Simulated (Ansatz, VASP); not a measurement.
Two plane-wave programs on ZnF2

File POSCAR:

```
ZnF2
1.0
    4.7956084627      0.0000000000      0.0000000000
    0.0000000000      4.7956084627      0.0000000000
    0.0000000000      0.0000000000      3.1881133944
Zn F
2 4
Direct
    0.0000000000      0.0000000000      0.0000000000
    0.5000000000      0.5000000000      0.5000000000
    0.3031905513      0.3031905513      0.0000000000
    0.1968094487      0.8031905513      0.5000000000
    0.6968094487      0.6968094487      0.0000000000
    0.8031905513      0.1968094487      0.5000000000
```

Contents of INCAR.step1:

```
SYSTEM = ZnF2
PREC = Accurate
ENCUT = 660
ISMEAR = 0
SIGMA = 0.01
LREAL = .FALSE.
LASPH = .TRUE.
NELM = 120
NBANDS = 35
GGA = PE
ALGO = Normal
EDIFF = 1E-5
LWAVE = .TRUE.
LCHARG = .FALSE.
GGA_COMPAT = .FALSE.
```

INCAR.step2

```
SYSTEM = ZnF2
PREC = Accurate
ENCUT = 660
EDIFF = 1E-6
ISMEAR = 0
SIGMA = 0.01
LREAL = .FALSE.
LASPH = .TRUE.
NELM = 120
ALGO = Normal
ISIF = 2
LWAVE = .FALSE.
LCHARG = .FALSE.
METAGGA = R2SCAN
LMIXTAU = .TRUE.
NBANDS = 35
ISTART = 1
GGA_COMPAT = .FALSE.
```

The input KPOINTS:

```
regular mesh
0
G
  4 4 6
  0 0 0
```

Input for Ansatz:

```yaml
crystal:
  lattice:
    - [4.7956084627, 0.0, 0.0]
    - [0.0, 4.7956084627, 0.0]
    - [0.0, 0.0, 3.1881133944]
  atoms:
    - { symbol: Zn, position: [0.0, 0.0, 0.0] }
    - { symbol: Zn, position: [0.5, 0.5, 0.5] }
    - { symbol: F, position: [0.3031905513, 0.3031905513, 0.0] }
    - { symbol: F, position: [0.1968094487, 0.8031905513, 0.5] }
    - { symbol: F, position: [0.6968094487, 0.6968094487, 0.0] }
    - { symbol: F, position: [0.8031905513, 0.1968094487, 0.5] }
kpoints:
  mp_grid: { grid: [4, 4, 6] }
hamiltonian:
  xc: r2scan
scf:
  occupations: { method: fixed }
  n_extra_bands: 5
output:
  forces: true
  stress: true
  eigenvalues: true
```

Alike in both runs: task single point; functional r2SCAN; k mesh 4 × 4 × 6; no spin polarisation.

```csv
,VASP,Ansatz
version,VASP 6.6.1,Ansatz 0.2.0
potentials or method,"VASP PAW PBE potentials, release 64 (Zn, F)","plane waves, PAW"
plane-wave cutoff (eV),660,500
occupations,"gaussian, width 0.01 eV",fixed
valence electrons in the cell,52,52
```

|  | VASP | Ansatz | Ansatz less VASP |
| --- | --- | --- | --- |
| gap on the k mesh at the Fermi level (eV) | 4.12 | 4.17 | +0.054 |
| pressure (GPa) | -6.0 | -6.2 | -0.22 |
| traceless stress, the component that is largest in VASP (GPa) | -0.72 | -0.82 | -0.094 |
| rms of the force components (eV/Å) | 0.035 | 0.041 | +0.0062 |

VASP's potentials were made for PBE, not for r2SCAN. Atom by atom the forces differ by 0.006 eV/Å (rms over components).
